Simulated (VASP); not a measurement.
# HfCl4F (P4/mmm) in VASP: single point with PBE

Aim: the single point of HfCl4F with PBE.

All numbers are computed with VASP 6.6.1; they aren't measurements. Logs are shortened: lines on timing, memory, paths and dates and some standing lists are left out, and cuts for length are marked.

## (1) The cell of the first run

The structure is tetragonal, space group P4/mmm (No. 123). Conventional cell: a = 4.245 Å, b = 4.245 Å, c = 7.551 Å, α = 90.00°, β = 90.00°, γ = 90.00°. Within 3.0 Å of Hf (site symmetry 4/mmm) lie 2 Cl at 2.29 Å. Within 3.3 Å of Cl (site symmetry 4mm) lie 1 F at 2.41 Å and 5 Cl at 2.72 to 3.14 Å and 4 Hf at 3.30 Å. Cl (site symmetry 4mm) has 1 Hf at 2.29 Å and 1 Cl at 2.97 Å within 3.0 Å. F (site symmetry 4/mmm) has 2 Cl at 2.41 Å within 3.2 Å.

The cell was generated, and may not be a known phase.

## (2) Single point, PBE

INCAR reads:

```
PREC = Accurate
ENCUT = 520
EDIFF = 1E-6
ISMEAR = 0
SIGMA = 0.1
LREAL = F
LASPH = T
NELM = 80
ALGO = Normal
ISIF = 2
LWAVE = F
LCHARG = F
GGA = PE
NBANDS = 32
```

KPOINTS reads:

```
regular mesh
0
Gamma
  10 10 6
```

POSCAR reads:

```
HfCl4F
1.0
    4.2449760788      0.0000000000      0.0000000000
    0.0000000000      4.2449760788      0.0000000000
    0.0000000000      0.0000000000      7.5506834079
Hf Cl F
1 4 1
Direct
    0.5000000000      0.5000000000      0.5000000000
    0.0000000000      0.0000000000      0.6802328650
    0.5000000000      0.5000000000      0.1966005150
    0.5000000000      0.5000000000      0.8033994850
    0.0000000000      0.0000000000      0.3197671350
    0.0000000000      0.0000000000      0.0000000000
```

Potentials or basis: VASP PAW PBE potentials, release 64 (Hf_pv, Cl, F).

Launch:

```
$ cat potpaw_PBE.64/Hf_pv/POTCAR potpaw_PBE.64/Cl/POTCAR potpaw_PBE.64/F/POTCAR > POTCAR
$ mpirun -np 1 vasp_std > vasp.out
```

OUTCAR:

```text
PREC = Accurate
   ENCUT = 520
   EDIFF = 1E-6
   ISMEAR = 0
   LREAL = F
   LASPH = T
   NELM = 80
   ISIF = 2
   GGA = PE

 ion  position               nearest neighbor table
   1  0.500  0.500  0.500-   3 2.29   4 2.29
   2  0.000  0.000  0.680-
   3  0.500  0.500  0.197-   1 2.29
   4  0.500  0.500  0.803-   1 2.29
   5  0.000  0.000  0.320-
   6  0.000  0.000  0.000-

  LATTYP: Found a simple tetragonal cell.
 ALAT       =     4.2449760788
 C/A-ratio  =     1.7787340300

  Lattice vectors:

 A1 = (   4.2449760788,   0.0000000000,   0.0000000000)
 A2 = (   0.0000000000,   4.2449760788,   0.0000000000)
 A3 = (   0.0000000000,   0.0000000000,   7.5506834079)

Analysis of symmetry for initial positions (statically):
=====================================================================
 Subroutine PRICEL returns:
 Original cell was already a primitive cell.

 Routine SETGRP: Setting up the symmetry group for a
 simple tetragonal supercell.

 Subroutine GETGRP returns: Found 16 space group operations
 (whereof 16 operations were pure point group operations)
 out of a pool of 16 trial point group operations.

The static configuration has the point symmetry D_4h.

Analysis of symmetry for dynamics (positions and initial velocities):
=====================================================================
 Subroutine PRICEL returns:
 Original cell was already a primitive cell.

 Routine SETGRP: Setting up the symmetry group for a
 simple tetragonal supercell.

 Subroutine GETGRP returns: Found 16 space group operations
 (whereof 16 operations were pure point group operations)
 out of a pool of 16 trial point group operations.

The dynamic configuration has the point symmetry D_4h.

 Subroutine INISYM returns: Found 16 space group operations
 (whereof 16 operations are pure point group operations),
 and found     1 'primitive' translations

----------------------------------------------------------------------------------------

                                     Primitive cell

  volume of cell :     136.0620

  direct lattice vectors                    reciprocal lattice vectors
     4.244976079  0.000000000  0.000000000     0.235572588  0.000000000  0.000000000
     0.000000000  4.244976079  0.000000000     0.000000000  0.235572588  0.000000000
     0.000000000  0.000000000  7.550683408     0.000000000  0.000000000  0.132438343

  length of vectors
     4.244976079  4.244976079  7.550683408     0.235572588  0.235572588  0.132438343

  position of ions in fractional coordinates (direct lattice)
     0.500000000  0.500000000  0.500000000
     0.000000000  0.000000000  0.680232865
     0.500000000  0.500000000  0.196600515
     0.500000000  0.500000000  0.803399485
     0.000000000  0.000000000  0.319767135
     0.000000000  0.000000000  0.000000000

  ion indices of the primitive-cell ions
   primitive index   ion index
                 1           1
                 2           2
                 3           3
                 4           4
                 5           5
                 6           6

----------------------------------------------------------------------------------------

 KPOINTS: regular mesh

Automatic generation of k-mesh.
 Grid dimensions read from file:
 generate k-points for:   10   10    6

 Generating k-lattice:

  Cartesian coordinates                     Fractional coordinates (reciprocal lattice)
     0.023557259  0.000000000  0.000000000     0.100000000  0.000000000  0.000000000
     0.000000000  0.023557259  0.000000000     0.000000000  0.100000000  0.000000000
     0.000000000  0.000000000  0.022073057     0.000000000  0.000000000  0.166666667

  Length of vectors
     0.023557259  0.023557259  0.022073057

  Shift w.r.t. Gamma in fractional coordinates (k-lattice)
     0.000000000  0.000000000  0.000000000

 Subroutine IBZKPT returns following result:
 ===========================================

 Found     84 irreducible k-points:

 Following reciprocal coordinates:
            Coordinates               Weight
  0.000000  0.000000  0.000000      1.000000
  0.100000  0.000000  0.000000      4.000000
  0.200000  0.000000  0.000000      4.000000
  0.300000  0.000000  0.000000      4.000000
  0.400000  0.000000  0.000000      4.000000
  0.500000  0.000000  0.000000      2.000000
[... 16 lines left out ...]
  0.100000  0.000000  0.166667      8.000000
  0.200000  0.000000  0.166667      8.000000
 [... further k-points ...]
   k-points           NKPTS =     84   k-points in BZ     NKDIM =     84   number of bands    NBANDS=     32
   number of dos      NEDOS =    301   number of ions     NIONS =      6
   total plane-waves  NPLWV =  57344
   dimension x,y,z NGX =    32 NGY =   32 NGZ =   56
   dimension x,y,z NGXF=    64 NGYF=   64 NGZF=  112
   ions per type =               1   4   1
   NGX,Y,Z   is equivalent  to a cutoff of  12.53, 12.53, 12.33 a.u.
   NGXF,Y,Z  is equivalent  to a cutoff of  25.06, 25.06, 24.66 a.u.
 SYSTEM =  unknown system
   PREC   = accura    normal or accurate (medium, high low for compatibility)
   ISTART =      0    job   : 0-new  1-cont  2-samecut
   ICHARG =      2    charge: 1-file 2-atom 10-const
   ISPIN  =      1    spin polarized calculation?
   LNONCOLLINEAR =      F non collinear calculations
   LSORBIT =      F    spin-orbit coupling
   LASPH  =      T    aspherical Exc in radial PAW
   ENCUT  =  520.0 eV  38.22 Ry    6.18 a.u.   7.89  7.89 14.04*2*pi/ulx,y,z
   NELM   =     80;   NELMIN=  2; NELMDL= -5     # of ELM steps
   EDIFF  = 0.1E-05   stopping-criterion for ELM
   LREAL  =      F    real-space projection
   EDIFFG = 0.1E-04   stopping-criterion for IOM
   NSW    =      0    number of steps for IOM
   IBRION =     -1    ionic relax: 0-MD 1-quasi-New 2-CG
   NFREE  =      0    steps in history (QN), initial steepest desc. (CG)
   ISIF   =      2    stress and relaxation
   ISYM   =      2    0-nonsym 1-usesym 2-fastsym
   POTIM  = 0.5000    time-step for ionic-motion
   TEBEG  =    0.0;   TEEND  =   0.0 temperature during run
   PSTRESS=    0.0 pullay stress
   NELECT =      45.0000    total number of electrons
   NUPDOWN=      -1.0000    fix difference up-down
   EMIN   =  10.00;   EMAX   =-10.00  energy-range for DOS
   EFERMI =   0.00;   METHOD = LEGACY
   ISMEAR =     0;   SIGMA  =   0.10  broadening in eV -4-tet -1-fermi 0-gaus
   EFERMI_NEDOS =   21; number of points for ismear=-14 and -15
   IALGO  =     38    algorithm
   IMIX   =      4    mixing-type and parameters
     AMIX     =   0.40;   BMIX     =  1.00
     AMIX_MAG =   1.60;   BMIX_MAG =  1.00
  volume/ion in A,a.u.               =      22.68       153.03
  Fermi-wavevector in a.u.,A,eV,Ry     =   1.132140  2.139434 17.439141  1.281741
  Thomas-Fermi vector in A             =   2.268840
   LORBIT       =      0    0 simple, 1 ext, 2 COOP (PROOUT), +10 PAW based schemes
   GGA     = PE    functional components
   LHFCALC =     F    Hartree Fock is set to
   AEXX    =    0.0000 exact exchange contribution
   IVDW    =     0    specifies the selected vdW correction
   LEPSILON=     F    determine dielectric tensor
   LRPA    =     F    only Hartree local field effects (RPA)
 non-spin polarized calculation
 Gauss-broadening in eV      SIGMA  =   0.10
  energy-cutoff  :      520.00
  volume of cell :      136.06
 maximum number of plane-waves:      3686
 NGX is ok and might be reduce to    32
   NGX = 15   NGY = 15   NGZ = 29

 number of electron      44.9999979 magnetization

 Free energy of the ion-electron system (eV)
  ---------------------------------------------------
  ext. energy  EPLUGINS =         0.00000000
  ---------------------------------------------------
  free energy    TOTEN  =       -22.48236591 eV

  energy without entropy =      -22.46669746  energy(sigma->0) =      -22.47453169

 E-fermi :   1.3961     XC(G=0):  -8.9420

 val. band max:        1.3862252545   @ k =   0.5000   0.3000   0.3333
 cond. band min:       1.5510791604   @ k =   0.2000   0.0000   0.5000
 fundamental gap:      0.1648539059
 Fermi energy:         1.3960544526

 k-point     1 :       0.0000    0.0000    0.0000
  band No.  band energies     occupation
      1     -31.2591      2.00000
      2     -31.2591      2.00000
      3     -30.7906      2.00000
      4     -18.5325      2.00000
      5     -14.0949      2.00000
      6     -13.2654      2.00000
[... 24 lines left out ...]
     31       9.2856      0.00000
     32       9.3705      0.00000

 k-point     2 :       0.1000    0.0000    0.0000
  band No.  band energies     occupation
      1     -31.2604      2.00000
      2     -31.2590      2.00000
      3     -30.7905      2.00000
      4     -18.5316      2.00000
      5     -14.0684      2.00000
      6     -13.2416      2.00000
[... 24 lines left out ...]
     31       9.2454      0.00000
     32       9.5200      0.00000

 k-point     3 :       0.2000    0.0000    0.0000
  band No.  band energies     occupation
      1     -31.2637      2.00000
      2     -31.2588      2.00000
      3     -30.7902      2.00000
      4     -18.5297      2.00000
      5     -13.9929      2.00000
      6     -13.1736      2.00000
[... 24 lines left out ...]
     31       9.3568      0.00000
     32       9.4087      0.00000

 k-point     4 :       0.3000    0.0000    0.0000
  band No.  band energies     occupation
      1     -31.2679      2.00000
      2     -31.2584      2.00000
      3     -30.7898      2.00000
      4     -18.5272      2.00000
      5     -13.8818      2.00000
      6     -13.0730      2.00000
[... 24 lines left out ...]
     31       9.1835      0.00000
     32      10.0122      0.00000

 k-point     5 :       0.4000    0.0000    0.0000
  band No.  band energies     occupation
      1     -31.2712      2.00000
      2     -31.2581      2.00000
      3     -30.7894      2.00000
      4     -18.5253      2.00000
      5     -13.7646      2.00000
      6     -13.1680      2.00000
[... 584 lines left out ...]
     31       8.4942      0.00000
     32      11.7390      0.00000

 k-point    22 :       0.0000    0.0000    0.1667
  band No.  band energies     occupation
      1     -31.2591      2.00000
      2     -31.2591      2.00000
      3     -30.7906      2.00000
      4     -18.5321      2.00000
      5     -14.0996      2.00000
      6     -13.2782      2.00000
[... 24 lines left out ...]
     31       9.2447      0.00000
     32       9.4888      0.00000

 k-point    23 :       0.1000    0.0000    0.1667
  band No.  band energies     occupation
      1     -31.2604      2.00000
      2     -31.2590      2.00000
      3     -30.7905      2.00000
      4     -18.5313      2.00000
      5     -14.0732      2.00000
      6     -13.2552      2.00000
[... 24 lines left out ...]
     31       9.2787      0.00000
     32       9.4468      0.00000

 k-point    24 :       0.2000    0.0000    0.1667
  band No.  band energies     occupation
      1     -31.2637      2.00000
      2     -31.2588      2.00000
      3     -30.7902      2.00000
      4     -18.5293      2.00000
      5     -13.9986      2.00000
      6     -13.1909      2.00000
[... 24 lines left out ...]
     31       9.2921      0.00000
     32       9.3823      0.00000

 [... further k-points ...]

------------------------ aborting loop because EDIFF is reached ----------------------------------------

  FORCE on cell =-STRESS in cart. coord.  units (eV):
  Direction    XX          YY          ZZ          XY          YZ          ZX
  --------------------------------------------------------------------------------------
  -------------------------------------------------------------------------------------
  Total       -0.2021456     -0.2021456     -0.7728784      0.0000000     -0.0000000     -0.0000000
  in kB       -2.3803352     -2.3803352     -9.1009135      0.0000000     -0.0000000     -0.0000000
  external PRESSURE =      -4.6205280 kB  Pullay stress =       0.0000000 kB

 VOLUME and BASIS-vectors are now :
 -----------------------------------------------------------------------------
  energy-cutoff  :      520.00
  volume of cell :      136.06
      direct lattice vectors                 reciprocal lattice vectors
     4.244976079  0.000000000  0.000000000     0.235572588  0.000000000  0.000000000
     0.000000000  4.244976079  0.000000000     0.000000000  0.235572588  0.000000000
     0.000000000  0.000000000  7.550683408     0.000000000  0.000000000  0.132438343

 POSITION                                       TOTAL-FORCE (eV/Angst)
 -----------------------------------------------------------------------------------
      2.12249      2.12249      3.77534         0.000000      0.000000      0.000000
      0.00000      0.00000      5.13622         0.000000     -0.000000     -0.024840
      2.12249      2.12249      1.48447         0.000000     -0.000000      0.134437
      2.12249      2.12249      6.06622         0.000000      0.000000     -0.134437
      0.00000      0.00000      2.41446        -0.000000      0.000000      0.024840
      0.00000      0.00000      0.00000         0.000000      0.000000      0.000000
 -----------------------------------------------------------------------------------
    total drift:                                0.000000     -0.000000     -0.000000

  FREE ENERGIE OF THE ION-ELECTRON SYSTEM (eV)
  ---------------------------------------------------
  free  energy   TOTEN  =       -22.4823659108 eV

  energy  without entropy=      -22.4666974649  energy(sigma->0) =      -22.47453169
```

Run time: 5.4 min. Hardware: 1 thread of Intel Xeon Platinum 8488C (Sapphire Rapids), shared host; peak memory 0.44 GiB.

What came out:

```yaml
Free_energy: -22.4824 eV
Pressure: -0.5 GPa
Largest_force: 0.134 eV/Å
Band_gap_on_the_k_mesh: zero (an odd number of electrons rules out a gap without spin polarisation)
```

Forces on the atoms (eV/Å):
```
Hf   0.000  0.000  0.000
Cl   0.000  0.000 -0.025
Cl   0.000  0.000  0.134
Cl   0.000  0.000 -0.134
Cl   0.000  0.000  0.025
F    0.000  0.000  0.000
```

Stress tensor (GPa, compression positive):
```
-0.24  0.00  0.00
 0.00 -0.24  0.00
 0.00  0.00 -0.91
```

Levels at points of the mesh, in eV from the Fermi level:
```csv
k point,band 21,band 22,band 23,band 24,band 25,band 26
"(0.00, 0.00, 0.00)",-0.82,-0.82,-0.30,0.26,0.80,1.17
"(0.50, 0.00, 0.00)",-1.02,-0.99,0.72,1.08,2.04,2.38
"(0.50, 0.50, 0.00)",-0.56,-0.56,0.83,1.54,1.59,1.90
"(0.00, 0.00, 0.50)",-0.94,-0.94,-0.86,-0.30,0.50,1.18
"(0.50, 0.00, 0.50)",-0.88,-0.79,-0.76,1.05,2.01,2.36
"(0.50, 0.50, 0.50)",-0.82,-0.65,-0.65,1.59,1.61,1.90
```

Caveat: spin-orbit coupling is left out, which moves the levels of the heavy elements; an odd number of electrons without spin polarisation forces a metal; a magnetic or distorted state may lie lower.

The gap in the log of VASP goes by the Fermi energy; the results here count the filled bands.